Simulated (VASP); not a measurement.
# Na4H (P4/nmm) in VASP: notebook

Na4H is run at these levels: PBE; tasks: single point.

All numbers are computed with VASP 6.6.1; they aren't measurements. Logs are shortened: lines on timing, memory, paths and dates and some standing lists are left out, and cuts for length are marked.

## Step 1: The cell of the first run

The structure is tetragonal, space group P4/nmm (No. 129). Conventional cell: a = 4.537 Å, b = 4.537 Å, c = 9.495 Å, α = 90.00°, β = 90.00°, γ = 90.00°. Within 3.7 Å of Na (site symmetry -4m2) lie 4 H at 2.78 Å and 6 Na at 2.89 to 3.21 Å. Na (site symmetry 4mm) has 12 Na at 2.82 to 3.23 Å and 1 H at 2.96 Å within 3.7 Å. Within 3.4 Å of Na (site symmetry 2mm) lie 2 H at 2.61 Å and 9 Na at 2.82 to 3.21 Å. H (site symmetry 4mm) has 9 Na at 2.61 to 2.96 Å within 3.4 Å.

The cell was generated, and may not be a known phase.

## Step 2: Single point, PBE

Contents of INCAR:

```
PREC = Accurate
ENCUT = 520
EDIFF = 1E-6
ISMEAR = 0
SIGMA = 0.1
LREAL = F
LASPH = T
NELM = 100
ALGO = Normal
ISIF = 2
LWAVE = F
LCHARG = F
GGA = PE
NBANDS = 40
```

Contents of KPOINTS:

```
regular mesh
0
Gamma
  4 4 2
```

Contents of POSCAR:

```
Na4H
1.0
    4.5373740200      0.0000000000      0.0000000000
    0.0000000000      4.5373740200      0.0000000000
    0.0000000000      0.0000000000      9.4949504700
Na H
8 2
Direct
    0.0000000000      0.0000000000      0.0000000000
    0.5000000000      0.5000000000      0.0000000000
    0.0000000000      0.5000000000      0.4810000100
    0.5000000000      0.0000000000      0.5189999900
    0.0000000000      0.0000000000      0.3039999900
    0.5000000000      0.5000000000      0.3039999900
    0.5000000000      0.5000000000      0.6960000100
    0.0000000000      0.0000000000      0.6960000100
    0.0000000000      0.5000000000      0.1690000000
    0.5000000000      0.0000000000      0.8310000000
```

Potentials or basis: VASP PAW PBE potentials, release 64 (Na_pv, H).

The run is started by

```sh
$ cat potpaw_PBE.64/Na_pv/POTCAR potpaw_PBE.64/H/POTCAR > POTCAR
$ mpirun -np 1 vasp_std > vasp.out
```

OUTCAR:

```text
PREC = Accurate
   ENCUT = 520
   EDIFF = 1E-6
   ISMEAR = 0
   LREAL = F
   LASPH = T
   NELM = 100
   ISIF = 2
   GGA = PE

 ion  position               nearest neighbor table
   1  0.000  0.000  0.000-
   2  0.500  0.500  0.000-
   3  0.000  0.500  0.481-
   4  0.500  0.000  0.519-
   5  0.000  0.000  0.304-
   6  0.500  0.500  0.304-
   7  0.500  0.500  0.696-
   8  0.000  0.000  0.696-
   9  0.000  0.500  0.169-
  10  0.500  0.000  0.831-

  LATTYP: Found a simple tetragonal cell.
 ALAT       =     4.5373740200
 C/A-ratio  =     2.0926091674

  Lattice vectors:

 A1 = (   4.5373740200,   0.0000000000,   0.0000000000)
 A2 = (   0.0000000000,   4.5373740200,   0.0000000000)
 A3 = (   0.0000000000,   0.0000000000,   9.4949504700)

Analysis of symmetry for initial positions (statically):
=====================================================================
 Subroutine PRICEL returns:
 Original cell was already a primitive cell.

 Routine SETGRP: Setting up the symmetry group for a
 simple tetragonal supercell.

 Subroutine GETGRP returns: Found 16 space group operations
 (whereof  8 operations were pure point group operations)
 out of a pool of 16 trial point group operations.

The static configuration has the point symmetry D_2d.
 The point group associated with its full space group is D_4h.

Analysis of symmetry for dynamics (positions and initial velocities):
=====================================================================
 Subroutine PRICEL returns:
 Original cell was already a primitive cell.

 Routine SETGRP: Setting up the symmetry group for a
 simple tetragonal supercell.

 Subroutine GETGRP returns: Found 16 space group operations
 (whereof  8 operations were pure point group operations)
 out of a pool of 16 trial point group operations.

The dynamic configuration has the point symmetry D_2d.
 The point group associated with its full space group is D_4h.

 Subroutine INISYM returns: Found 16 space group operations
 (whereof  8 operations are pure point group operations),
 and found     1 'primitive' translations

----------------------------------------------------------------------------------------

                                     Primitive cell

  volume of cell :     195.4798

  direct lattice vectors                    reciprocal lattice vectors
[... 96 lines left out ...]
   ISIF   =      2    stress and relaxation
   ISYM   =      2    0-nonsym 1-usesym 2-fastsym
   POTIM  = 0.5000    time-step for ionic-motion
   TEBEG  =    0.0;   TEEND  =   0.0 temperature during run
   PSTRESS=    0.0 pullay stress
   NELECT =      58.0000    total number of electrons
   NUPDOWN=      -1.0000    fix difference up-down
   EMIN   =  10.00;   EMAX   =-10.00  energy-range for DOS
   EFERMI =   0.00;   METHOD = LEGACY
   ISMEAR =     0;   SIGMA  =   0.10  broadening in eV -4-tet -1-fermi 0-gaus
   EFERMI_NEDOS =   21; number of points for ismear=-14 and -15
   IALGO  =     38    algorithm
   IMIX   =      4    mixing-type and parameters
     AMIX     =   0.40;   BMIX     =  1.00
     AMIX_MAG =   1.60;   BMIX_MAG =  1.00
  volume/ion in A,a.u.               =      19.55       131.92
  Fermi-wavevector in a.u.,A,eV,Ry     =   1.091902  2.063395 16.221537  1.192249
  Thomas-Fermi vector in A             =   2.228156
   LORBIT       =      0    0 simple, 1 ext, 2 COOP (PROOUT), +10 PAW based schemes
   GGA     = PE    functional components
   LHFCALC =     F    Hartree Fock is set to
   AEXX    =    0.0000 exact exchange contribution
   IVDW    =     0    specifies the selected vdW correction
   LEPSILON=     F    determine dielectric tensor
   LRPA    =     F    only Hartree local field effects (RPA)
 non-spin polarized calculation
 Gauss-broadening in eV      SIGMA  =   0.10
  energy-cutoff  :      520.00
  volume of cell :      195.48
 maximum number of plane-waves:      5288
 NGX is ok and might be reduce to    36
   NGX = 17   NGY = 17   NGZ = 35

 number of electron      57.9999925 magnetization

 Free energy of the ion-electron system (eV)
  ---------------------------------------------------
  ext. energy  EPLUGINS =         0.00000000
  ---------------------------------------------------
  free energy    TOTEN  =       -13.50936517 eV

  energy without entropy =      -13.47760007  energy(sigma->0) =      -13.49348262

 E-fermi :   2.0518     XC(G=0):  -7.8632

 val. band max:        2.0039183544   @ k =   0.2500   0.0000   0.0000
 cond. band min:       2.0858149639   @ k =   0.2500   0.2500   0.0000
 fundamental gap:      0.0818966095
 Fermi energy:         2.0517899434

 k-point     1 :       0.0000    0.0000    0.0000
  band No.  band energies     occupation
      1     -23.4179      2.00000
      2     -23.3964      2.00000
      3     -23.3767      2.00000
      4     -23.3767      2.00000
      5     -23.3059      2.00000
      6     -23.3059      2.00000
[... 505 lines left out ...]
     39       5.6583      0.00000
     40       5.6583      0.00000

------------------------ aborting loop because EDIFF is reached ----------------------------------------

  FORCE on cell =-STRESS in cart. coord.  units (eV):
  Direction    XX          YY          ZZ          XY          YZ          ZX
  --------------------------------------------------------------------------------------
  -------------------------------------------------------------------------------------
  Total        7.8970963      7.8970963     10.4492732      0.0000000     -0.0000000      0.0000000
  in kB       64.7256098     64.7256098     85.6435782      0.0000000     -0.0000000      0.0000000
  external PRESSURE =      71.6982659 kB  Pullay stress =       0.0000000 kB

 VOLUME and BASIS-vectors are now :
 -----------------------------------------------------------------------------
  energy-cutoff  :      520.00
  volume of cell :      195.48
      direct lattice vectors                 reciprocal lattice vectors
     4.537374020  0.000000000  0.000000000     0.220391794  0.000000000  0.000000000
     0.000000000  4.537374020  0.000000000     0.000000000  0.220391794  0.000000000
     0.000000000  0.000000000  9.494950470     0.000000000  0.000000000  0.105319138

 POSITION                                       TOTAL-FORCE (eV/Angst)
 -----------------------------------------------------------------------------------
      0.00000      0.00000      0.00000        -0.000000      0.000000      0.000000
      2.26869      2.26869      0.00000        -0.000000      0.000000      0.000000
      0.00000      2.26869      4.56707        -0.000000      0.000000      0.203893
      2.26869      0.00000      4.92788         0.000000      0.000000     -0.203893
      0.00000      0.00000      2.88646        -0.000000     -0.000000     -0.845201
      2.26869      2.26869      2.88646        -0.000000      0.000000     -0.845201
      2.26869      2.26869      6.60849         0.000000      0.000000      0.845201
      0.00000      0.00000      6.60849        -0.000000      0.000000      0.845201
      0.00000      2.26869      1.60465        -0.000000     -0.000000      0.213662
      2.26869      0.00000      7.89030        -0.000000     -0.000000     -0.213662
 -----------------------------------------------------------------------------------
    total drift:                                0.000000      0.000000      0.000000

  FREE ENERGIE OF THE ION-ELECTRON SYSTEM (eV)
  ---------------------------------------------------
  free  energy   TOTEN  =       -13.5093651723 eV

  energy  without entropy=      -13.4776000690  energy(sigma->0) =      -13.49348262
```

stdout:

```text
POSCAR found type information on POSCAR NaH
 POSCAR found :  2 types and      10 ions
 scaLAPACK will be used
 LDA part: xc-table for (Slater+PW92), standard interpolation
 POSCAR, INCAR and KPOINTS ok, starting setup
 FFT: planning ... GRIDC
 FFT: planning ... GRID_SOFT
 FFT: planning ... GRID
 WAVECAR not read
 entering main loop
```

Run time: 70 s. Hardware: 1 thread of Intel Xeon Platinum 8259CL at 2.50GHz (Skylake/Cascade Lake), shared host; peak memory 0.3 GiB.

What came out:

- Free energy: -13.5094 eV
- Pressure: 7.2 GPa
- Largest force: 0.845 eV/Å
- Band gap on the k mesh: zero (bands 29 and 30 overlap by 1.46 eV)

Forces on the atoms (eV/Å):
```
Na   0.000  0.000  0.000
Na   0.000  0.000  0.000
Na   0.000  0.000  0.204
Na   0.000  0.000 -0.204
Na   0.000  0.000 -0.845
Na   0.000  0.000 -0.845
Na   0.000  0.000  0.845
Na   0.000  0.000  0.845
H    0.000  0.000  0.214
H    0.000  0.000 -0.214
```

Stress tensor (GPa, compression positive):
```
6.47 0.00 0.00
0.00 6.47 0.00
0.00 0.00 8.56
```

Caveat: the cell stands under pressure.

[end of part 1 of 2]

The gap in the log of VASP goes by the Fermi energy; the results here count the filled bands.